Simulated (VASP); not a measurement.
Crystal: CoSn2.

```
CELL_PARAMETERS angstrom
-3.18250 3.18250 2.72850
3.18250 -3.18250 2.72850
3.18250 3.18250 -2.72850
ATOMIC_POSITIONS crystal
Co 0.25000 0.25000 0.00000
Co 0.75000 0.75000 0.00000
Sn 0.65800 0.15800 0.81600
Sn 0.15800 0.34200 0.50000
Sn 0.34200 0.84200 0.18400
Sn 0.84200 0.65800 0.50000
```

- Program: VASP 6.6.1
- Task: relaxation of cell and atoms
- Functional: PBEsol
- Potentials or basis: VASP PAW PBE potentials, release 64 (Co, Sn_d)
- Cutoff: 600 eV
- k mesh: 8 × 8 × 8
- Occupations: gaussian, width 0.1 eV
- Spin: no spin polarisation

At the start: pressure -4.1 GPa; volume 18.42 Å³/atom.

**Question.** How do energy, volume and symmetry change on relaxing?

**Answer.** Over 9 steps the energy falls by 30.7 meV/atom and the volume is 17.75 Å³/atom (-3.7 %); space group I4/mcm (No. 140, to 0.1 Å) before and after.

Step by step:
```csv
step,energy change (eV),largest force (eV/Å),pressure (GPa),volume (Å³)
1,0.0000,0.8770,-4.11,110.54
2,-0.1238,0.3547,3.89,103.15
3,-0.1366,0.4870,1.86,104.80
4,-0.1811,0.0910,0.50,106.10
5,-0.1827,0.0211,-0.13,106.55
6,-0.1829,0.0053,0.00,106.46
7,-0.1841,0.0030,-0.08,106.49
8,-0.1842,0.0035,-0.08,106.50
9,-0.1842,0.0065,-0.06,106.49
```

Final structure:
```cif
data_structure
_symmetry_space_group_name_H-M 'P 1'
_symmetry_Int_Tables_number 1
_cell_length_a 5.1973
_cell_length_b 5.1973
_cell_length_c 5.1973
_cell_angle_alpha 105.655
_cell_angle_beta 105.655
_cell_angle_gamma 117.407
_cell_volume 106.49
loop_
_atom_site_label
_atom_site_type_symbol
_atom_site_fract_x
_atom_site_fract_y
_atom_site_fract_z
_atom_site_occupancy
Co1 Co 0.25000 0.25000 0.00000 1
Co2 Co 0.75000 0.75000 0.00000 1
Sn1 Sn 0.66634 0.16634 0.83268 1
Sn2 Sn 0.16634 0.33366 0.50000 1
Sn3 Sn 0.33366 0.83366 0.16732 1
Sn4 Sn 0.83366 0.66634 0.50000 1
```

Caveat: the PAW data sets were made with another functional, which shifts forces and pressure a little; the run has no spin polarisation, though such a crystal can be magnetic.
